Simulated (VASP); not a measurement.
**Sn: single point with PBEsol**

The system is Sn.

```xyz
2
Lattice="0.0000 3.3430 3.1969 3.3430 0.0000 3.1969 3.3430 3.3430 0.0000" Properties=species:S:1:pos:R:3 pbc="T T T"
Sn    3.3430    3.3430    3.1969
Sn    5.0145    5.0145    4.7954
```

This cell differs from its parent crystal: strain +0.030 along x and y, -0.015 along z.

* Program: VASP 6.6.1
* Task: single point
* Functional: PBEsol
* Potentials or basis: VASP PAW PBE potentials, release 64 (Sn_d)
* Cutoff: 520 eV
* k mesh: 12 × 12 × 12
* Occupations: gaussian, width 0.15 eV
* Spin: no spin polarisation

| Item | Value |
| --- | --- |
| Pressure | -1.0 GPa |
| Band gap on the k mesh | zero (bands 14 and 15 overlap by 0.20 eV) |

Stress tensor (GPa, compression positive):
```
-1.37  0.00  0.00
 0.00 -1.37  0.00
 0.00  0.00 -0.14
```

Levels at points of the mesh, in eV from the Fermi level:
```csv
k point,band 12,band 13,band 14,band 15,band 16,band 17
"(0.00, 0.00, 0.00)",-0.99,0.01,0.01,0.29,2.05,2.23
"(0.50, 0.00, 0.00)",-6.14,-1.18,-0.88,-0.15,3.12,3.33
"(0.50, 0.50, 0.00)",-7.27,-2.46,-2.46,0.66,0.66,7.48
"(0.50, 0.00, 0.50)",-7.41,-2.22,-2.22,0.92,0.92,7.34
```

Run time: 5.2 min on 1 thread of Intel Xeon 8259CL, with other jobs on the host, peak memory 0.34 GiB.

Caveat: the cell differs from its parent crystal (strain +0.030 along x and y, -0.015 along z); the PAW data sets were made with another functional, which shifts forces and pressure a little; spin-orbit coupling is left out, which moves the levels of the heavy elements.
